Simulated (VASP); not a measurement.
A run of VASP 6.6.1 is set up as follows.

The input INCAR:

```
PREC     = Accurate       # precision mode
ENCUT    = 500            # plane-wave cutoff, eV
EDIFF    = 1E-6           # SCF threshold, eV
ISMEAR   = 0              # smearing method
SIGMA    = 0.2            # smearing width, eV
LREAL    = F              # projectors in reciprocal space
LASPH    = T              # aspherical terms in the spheres
NELM     = 120            # most SCF steps
ALGO     = Normal         # electronic algorithm
ISIF     = 2              # what is computed and relaxed
LWAVE    = F              # write WAVECAR
LCHARG   = F              # write CHGCAR
GGA      = PE             # functional
NBANDS   = 25             # bands
GGA_COMPAT= F
```

KPOINTS

```
Automatic mesh
0
Gamma
  4 4 4
```

File POSCAR:

```
ScB2P3
1.0
    2.3772243667      1.3724911263      4.5498691961
   -2.3772243667      1.3724911263      4.5498691961
    0.0000000000     -2.7449822578      4.5498691945
Sc B P
1 2 3
Direct
    0.5000000000      0.5000000000      0.5000000000
    0.2168683804      0.2168683804      0.2168683804
    0.7831316196      0.7831316196      0.7831316196
    0.0000000000      0.5000000000      0.5000000000
    0.5000000000      0.5000000000      0.0000000000
    0.5000000000      0.0000000000      0.5000000000
```

Potentials or basis: VASP PAW PBE potentials, release 64 (Sc_sv, B, P).

Run with:

```bash
$ cat potpaw_PBE.64/Sc_sv/POTCAR potpaw_PBE.64/B/POTCAR potpaw_PBE.64/P/POTCAR > POTCAR
$ mpirun -np 1 vasp_std > vasp.out
```

Question: What does it give for the band gap on the k mesh?

Answer: Zero (bands 16 and 17 overlap by 2.73 eV).

Question: Estimate the pressure.

Answer: 0.0 GPa.

Question: Estimate the largest force.

Answer: 0.004 eV/Å.

Forces in eV/Å, atoms in the order of the input:
```
Sc   0.000  0.000  0.000
B    0.000  0.000 -0.004
B    0.000  0.000  0.004
P    0.000  0.000  0.000
P    0.000  0.000  0.000
P    0.000  0.000  0.000
```

Caveat: the k points lie up to 0.40 Å⁻¹ apart, too coarse for converged energies and pressures of a metal.
